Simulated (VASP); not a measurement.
Input of a VASP 6.6.1 run:

File INCAR:

```
PREC = Accurate ; ENCUT = 520
EDIFF = 1E-6 ; ISMEAR = -1
SIGMA = 0.05 ; LREAL = F
LASPH = T ; NELM = 150
ALGO = Normal ; ISIF = 2
LWAVE = F ; LCHARG = F
ISPIN = 2 ; MAGMOM = 1 0 0
LORBIT = 11 ; LMAXMIX = 4
GGA = PE ; NBANDS = 20
```

File KPOINTS:

```
regular mesh
0
Gamma
  9 9 9
```

File POSCAR:

```
Si2Ni
1.0
    0.0000000000      2.7385698685      2.7385698685
    2.7385698685      0.0000000000      2.7385698685
    2.7385698685      2.7385698685      0.0000000000
Ni Si
1 2
Direct
    0.0000000000      0.0000000000      0.0000000000
    0.7500000000      0.7500000000      0.7500000000
    0.2500000000      0.2500000000      0.2500000000
```

Potentials or basis: VASP PAW PBE potentials, release 64 (Ni, Si).

Run with:

```sh
$ cat potpaw_PBE.64/Ni/POTCAR potpaw_PBE.64/Si/POTCAR > POTCAR
$ mpirun -np 1 vasp_std > vasp.out
```

Question: Estimate the net moment.

Answer: 0.00 μB per cell.

Question: Predict the pressure.

Answer: -2.1 GPa.

Question: Predict the band gap on the k mesh.

Answer: Zero (filled and empty bands overlap).
